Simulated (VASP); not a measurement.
# Bi in VASP: a series of runs, part 2 of 2

VASP 6.6.1.

## (4) Single point, PBEsol

This run uses another cell than the first one, of 32.27 Å³/atom, 0.922 times its volume.

Input file INCAR:

```
PREC = Accurate ; ENCUT = 520
EDIFF = 1E-6 ; ISMEAR = -1
SIGMA = 0.05 ; LREAL = F
LASPH = T ; NELM = 60
ALGO = Fast ; ISIF = 2
LWAVE = F ; LCHARG = F
GGA = PS ; NBANDS = 38
```

Input file KPOINTS:

```
Automatic mesh
0
Gamma
  6 6 4
```

Input file POSCAR:

```
Bi
1.0
    4.5633158640      0.0000000000      0.0000000000
    0.0000000000      4.4339873756      0.0000000000
   -0.3389107918      0.0000000000      6.3790138673
Bi
4
Direct
    0.2513749200      0.2500000000      0.7487333800
    0.7486250800      0.7500000000      0.2512666200
    0.2498876900      0.2500000000      0.2488803300
    0.7501123100      0.7500000000      0.7511196700
```

Potentials or basis: VASP PAW PBE potentials, release 64 (Bi_d).

The run is started by

```
> cat potpaw_PBE.64/Bi_d/POTCAR > POTCAR
> mpirun -np 1 vasp_std > vasp.out
```

OUTCAR:

```text
PREC = Accurate
   ENCUT = 520
   EDIFF = 1E-6
   ISMEAR = -1
   LREAL = F
   LASPH = T
   NELM = 60
   ISIF = 2
   GGA = PS

 ion  position               nearest neighbor table
   1  0.251  0.250  0.749-   4 3.18   4 3.18   4 3.19   4 3.19   3 3.19   3 3.20
   2  0.749  0.750  0.251-   3 3.18   3 3.18   3 3.19   3 3.19   4 3.19   4 3.20
   3  0.250  0.250  0.249-   2 3.18   2 3.18   2 3.19   2 3.19   1 3.19   1 3.20
   4  0.750  0.750  0.751-   1 3.18   1 3.18   1 3.19   1 3.19   2 3.19   2 3.20

  LATTYP: Found a simple monoclinic cell.
 ALAT       =     4.5633158640
 B/A-ratio  =     0.9716590978
 C/A-ratio  =     1.3998615729
 COS(beta)  =    -0.0530542006

  Lattice vectors:

 A1 = (   4.5633158640,   0.0000000000,   0.0000000000)
 A2 = (   0.0000000000,   4.4339873756,   0.0000000000)
 A3 = (  -0.3389107918,   0.0000000000,   6.3790138673)

Analysis of symmetry for initial positions (statically):
=====================================================================
 Subroutine PRICEL returns:
 Original cell was already a primitive cell.

 Routine SETGRP: Setting up the symmetry group for a
 simple monoclinic supercell.
[... 168 lines left out ...]
  ext. energy  EPLUGINS =         0.00000000
  ---------------------------------------------------
  free energy    TOTEN  =       -17.04154405 eV

  energy without entropy =      -17.01858166  energy(sigma->0) =      -17.03006285

 E-fermi :   7.1847     XC(G=0): -10.1406

 val. band max:        7.1835050685   @ k =   0.5000   0.0000   0.5000
 cond. band min:       7.2430580048   @ k =   0.1667   0.1667   0.0000
 fundamental gap:      0.0595529363
 Fermi energy:         7.1846994035

 k-point     1 :       0.0000    0.0000    0.0000
  band No.  band energies     occupation
      1     -15.8171      2.00000
      2     -15.8034      2.00000
      3     -15.8005      2.00000
      4     -15.6565      2.00000
      5     -15.6432      2.00000
      6     -15.6317      2.00000
[... 973 lines left out ...]
     37      12.0414      0.00000
     38      12.5169      0.00000

 [... further k-points ...]
[... 5 lines left out ...]
  --------------------------------------------------------------------------------------
  -------------------------------------------------------------------------------------
  Total        0.9383607      1.3918977      2.2664851      0.0000000      0.0000000      0.1492657
  in kB       11.6480131     17.2778363     28.1342226      0.0000000      0.0000000      1.8528575
  external PRESSURE =      19.0200240 kB  Pullay stress =       0.0000000 kB

 VOLUME and BASIS-vectors are now :
 -----------------------------------------------------------------------------
  energy-cutoff  :      520.00
  volume of cell :      129.07
      direct lattice vectors                 reciprocal lattice vectors
     4.563315864  0.000000000  0.000000000     0.219138896  0.000000000  0.011642636
     0.000000000  4.433987376  0.000000000     0.000000000  0.225530638  0.000000000
    -0.338910792  0.000000000  6.379013867     0.000000000  0.000000000  0.156764042

 POSITION                                       TOTAL-FORCE (eV/Angst)
 -----------------------------------------------------------------------------------
      0.89335      1.10850      4.77618        -0.009099     -0.000000      0.000235
      3.33106      3.32549      1.60283         0.009099     -0.000000     -0.000235
      1.05597      1.10850      1.58761        -0.009548      0.000000     -0.001097
      3.16844      3.32549      4.79140         0.009548     -0.000000      0.001097
 -----------------------------------------------------------------------------------
    total drift:                                0.000000      0.000000      0.000000

  FREE ENERGIE OF THE ION-ELECTRON SYSTEM (eV)
  ---------------------------------------------------
  free  energy   TOTEN  =       -17.0415440511 eV

  energy  without entropy=      -17.0185816563  energy(sigma->0) =      -17.03006285
```

OSZICAR:

```text
N       E                     dE             d eps       ncg     rms          rms(c)
DAV:   1     0.726427753983E+03    0.72643E+03   -0.31534E+04  4264   0.197E+03
DAV:   2     0.643083058591E+02   -0.66212E+03   -0.64978E+03  4264   0.549E+02
DAV:   3    -0.132772550600E+02   -0.77586E+02   -0.76161E+02  4994   0.202E+02
DAV:   4    -0.168770961203E+02   -0.35998E+01   -0.35780E+01  4878   0.456E+01
DAV:   5    -0.170630205482E+02   -0.18592E+00   -0.18589E+00  5510   0.933E+00    0.126E+00
RMM:   6    -0.170459692187E+02    0.17051E-01   -0.52456E-02  4954   0.197E+00    0.730E-01
RMM:   7    -0.170407356975E+02    0.52335E-02   -0.39870E-02  5192   0.166E+00    0.148E-01
RMM:   8    -0.170410452689E+02   -0.30957E-03   -0.10107E-02  5213   0.993E-01    0.428E-02
RMM:   9    -0.170414986775E+02   -0.45341E-03   -0.63742E-03  6533   0.515E-01    0.405E-02
RMM:  10    -0.170415990375E+02   -0.10036E-03   -0.86979E-04  6819   0.190E-01    0.569E-02
RMM:  11    -0.170415533527E+02    0.45685E-04   -0.16200E-04  5097   0.128E-01    0.279E-02
RMM:  12    -0.170415495131E+02    0.38395E-05   -0.73845E-05  6780   0.514E-02    0.178E-02
RMM:  13    -0.170415472460E+02    0.22671E-05   -0.51465E-06  3712   0.186E-02    0.130E-02
RMM:  14    -0.170415445982E+02    0.26478E-05   -0.25888E-06  2855   0.972E-03    0.816E-03
RMM:  15    -0.170415440511E+02    0.54705E-06   -0.97142E-07  2490   0.904E-03
   1 F= -.17041544E+02 E0= -.17030063E+02  d E =-.229624E-01
```

stdout:

```text
POSCAR found type information on POSCAR Bi
 POSCAR found :  1 types and       4 ions
 scaLAPACK will be used
 -----------------------------------------------------------------------------
|                                                                             |
|                                                                             |
|     You enforced a specific xc type in the INCAR file but a different       |
|     I HOPE YOU KNOW WHAT YOU ARE DOING!                                     |
|                                                                             |
 -----------------------------------------------------------------------------

 LDA part: xc-table for (Slater+PW92), standard interpolation
 POSCAR, INCAR and KPOINTS ok, starting setup
 FFT: planning ... GRIDC
 FFT: planning ... GRID_SOFT
 FFT: planning ... GRID
 WAVECAR not read
 entering main loop
WARNING in EDDRMM: call to ZHEGV failed, returncode =   8  4     36
```

Wall time 95 s (1 thread of Intel Xeon 6975P-C (Granite Rapids), shared host); peak memory 0.35 GiB.

Results:

| Quantity | Value |
| --- | --- |
| Free energy | -17.0415 eV |
| Pressure | 1.9 GPa |
| Largest force | 0.010 eV/Å |
| Band gap on the k mesh | zero (band 30 reaches 7.33 eV, above the bottom of band 31 at 6.94 eV) |

Forces in eV/Å, atoms in the order of the input:
```
Bi  -0.009  0.000  0.000
Bi   0.009  0.000  0.000
Bi  -0.010  0.000 -0.001
Bi   0.010  0.000  0.001
```

Stress tensor (GPa, compression positive):
```
1.16 0.00 0.19
0.00 1.73 0.00
0.19 0.00 2.81
```

Caveat: the PAW data sets were made with another functional, which shifts forces and pressure a little; spin-orbit coupling is left out, which moves the levels of the heavy elements.

## (5) Single point, PBEsol

This run uses another cell than the first one, of 32.95 Å³/atom, 0.941 times its volume.

Input file INCAR:

```
SYSTEM = Bi
ALGO = Fast ; EDIFF = 1E-6
ENCUT = 520 ; GGA = PS
ISIF = 2 ; ISMEAR = -1
LASPH = .TRUE. ; LCHARG = .FALSE.
LREAL = .FALSE. ; LWAVE = .FALSE.
NBANDS = 38 ; NELM = 80
PREC = Accurate ; SIGMA = 0.05
```

Input file KPOINTS:

```
k-points
0
G
  6 6 4
  0 0 0
```

Input file POSCAR:

```
Bi
1.0
    4.5954529501      0.0000000000      0.0000000000
    0.0000000000      4.4652136676      0.0000000000
   -0.3412975661      0.0000000000      6.4239379803
Bi
4
Direct
    0.2513749200      0.2500000000      0.7487333800
    0.7486250800      0.7500000000      0.2512666200
    0.2498876900      0.2500000000      0.2488803300
    0.7501123100      0.7500000000      0.7511196700
```

The run is started by

```
> cat potpaw_PBE.64/Bi_d/POTCAR > POTCAR
> mpirun -np 1 vasp_std > vasp.out
```

Wall time 1.7 min (1 thread of Intel Xeon 6975P-C (Granite Rapids), shared host); peak memory 0.35 GiB.

Results (log left out):

| Quantity | Value |
| --- | --- |
| Free energy | -17.0652 eV |
| Pressure | 0.6 GPa |
| Largest force | 0.006 eV/Å |
| Band gap on the k mesh | zero (band 30 reaches 7.06 eV, above the bottom of band 31 at 6.69 eV) |

Forces on the atoms (eV/Å):
```
Bi  -0.006  0.000  0.000
Bi   0.006  0.000  0.000
Bi  -0.006  0.000  0.000
Bi   0.006  0.000  0.000
```

Stress tensor (GPa, compression positive):
```
-0.12  0.00  0.22
 0.00  0.47  0.00
 0.22  0.00  1.53
```

Levels at points of the mesh, in eV from the Fermi level:
```
           k point  band 28  band 29  band 30  band 31  band 32  band 33
(0.00, 0.00, 0.00)    -1.81    -1.28    -1.17     2.60     3.14     3.23
(0.50, 0.00, 0.00)    -0.99    -0.92    -0.89     1.00     1.05     1.15
(0.00, 0.50, 0.00)    -1.24    -1.09    -1.09     0.80     0.80     0.89
(0.50, 0.50, 0.00)    -3.48    -3.07    -3.07     2.60     2.60     5.12
(0.00, 0.00, 0.50)    -2.34    -1.93    -1.92     2.16     2.17     3.38
(0.50, 0.00, 0.50)    -0.25    -0.21    -0.21    -0.08    -0.08    -0.01
(0.00, 0.50, 0.50)    -0.56    -0.24    -0.24    -0.23    -0.23    -0.16
(0.50, 0.50, 0.50)    -4.45     0.14     0.14     0.15     0.15     5.35
```

Caveat: the PAW data sets were made with another functional, which shifts forces and pressure a little; spin-orbit coupling is left out, which moves the levels of the heavy elements.

## (6) Single point, PBEsol

This run uses another cell than the first one, of 33.64 Å³/atom, 0.961 times its volume.

Input file INCAR:

```
ALGO = Fast
EDIFF = 1E-6
ENCUT = 520
GGA = PS
ISIF = 2
ISMEAR = -1
LASPH = True
LCHARG = False
LREAL = False
LWAVE = False
NBANDS = 38
NELM = 80
PREC = Accurate
SIGMA = 0.05
```

Input file KPOINTS:

```
k-points
0
Gamma
  6 6 4
```

Input file POSCAR:

```
Bi
1.0
    4.6271467306      0.0000000000      0.0000000000
    0.0000000000      4.4960092178      0.0000000000
   -0.3436514168      0.0000000000      6.4682424009
Bi
4
Direct
    0.2513749200      0.2500000000      0.7487333800
    0.7486250800      0.7500000000      0.2512666200
    0.2498876900      0.2500000000      0.2488803300
    0.7501123100      0.7500000000      0.7511196700
```

Potentials or basis: VASP PAW PBE potentials, release 64 (Bi_d).

The run is started by

```
> cat potpaw_PBE.64/Bi_d/POTCAR > POTCAR
> mpirun -np 1 vasp_std > vasp.out
```

Run time: 96 s. Hardware: 1 thread of Intel Xeon 6975P-C (Granite Rapids), shared host; peak memory 0.36 GiB.

It converged, with:

```yaml
Free_energy: -17.0685 eV
Pressure: -0.6 GPa
Largest_force: 0.004 eV/Å
Band_gap_on_the_k_mesh: zero (band 30 reaches 6.80 eV, above the bottom of band 31 at 6.44 eV)
```

Forces in eV/Å, atoms in the order of the input:
```
Bi  -0.003  0.000  0.000
Bi   0.003  0.000  0.000
Bi  -0.003  0.000  0.001
Bi   0.003  0.000 -0.001
```

Stress tensor (GPa, compression positive):
```
-1.36  0.00  0.24
 0.00 -0.75  0.00
 0.24  0.00  0.28
```

Levels at points of the mesh, in eV from the Fermi level:
```csv
k point,band 28,band 29,band 30,band 31,band 32,band 33
"(0.00, 0.00, 0.00)",-1.76,-1.25,-1.14,2.65,3.09,3.18
"(0.50, 0.00, 0.00)",-0.98,-0.89,-0.85,0.98,1.03,1.10
"(0.00, 0.50, 0.00)",-1.22,-1.05,-1.05,0.78,0.78,0.85
"(0.50, 0.50, 0.00)",-3.39,-2.98,-2.98,2.65,2.65,5.01
"(0.00, 0.00, 0.50)",-2.27,-1.88,-1.87,2.08,2.10,3.42
"(0.50, 0.00, 0.50)",-0.25,-0.19,-0.19,-0.10,-0.09,0.01
"(0.00, 0.50, 0.50)",-0.55,-0.23,-0.23,-0.22,-0.22,-0.14
"(0.50, 0.50, 0.50)",-4.33,0.13,0.13,0.14,0.14,5.36
```

Caveat: the PAW data sets were made with another functional, which shifts forces and pressure a little; spin-orbit coupling is left out, which moves the levels of the heavy elements.

## (7) Summary

```tsv
cell	further INCAR settings	gap on the mesh (eV)	pressure (GPa)	largest force (eV/Å)
a = 4.689, b = 4.556, c = 6.564 Å, angles 90.0, 93.0, 90.0°, 4 atoms	ALGO = Fast; EDIFF = 1e-07; NBANDS = 38	none	-2.3	-
a = 4.658, b = 4.526, c = 6.521 Å, angles 90.0, 93.0, 90.0°, 4 atoms	ALGO = Fast; EDIFF = 1e-07; NBANDS = 38	none	-1.3	0.13
a = 4.563, b = 4.434, c = 6.388 Å, angles 90.0, 93.0, 90.0°, 4 atoms	ALGO = Fast; EDIFF = 1e-06; NBANDS = 38	none	1.9	0.01
a = 4.595, b = 4.465, c = 6.433 Å, angles 90.0, 93.0, 90.0°, 4 atoms	ALGO = Fast; EDIFF = 1e-06; NBANDS = 38	none	0.6	0.01
a = 4.627, b = 4.496, c = 6.477 Å, angles 90.0, 93.0, 90.0°, 4 atoms	ALGO = Fast; EDIFF = 1e-06; NBANDS = 38	none	-0.6	-
```

Alike in all rows: task single point; level PBEsol; potentials or basis VASP PAW PBE potentials, release 64 (Bi_d); no spin polarisation; k mesh 6 × 6 × 4; cutoff (eV) 520; smearing fermi-dirac 0.05 eV.

Caveats: the PAW data sets were made with another functional, which shifts forces and pressure a little; spin-orbit coupling is left out, which moves the levels of the heavy elements.

Total energies depend on the potentials used, so only differences within one code and one set of settings carry meaning.
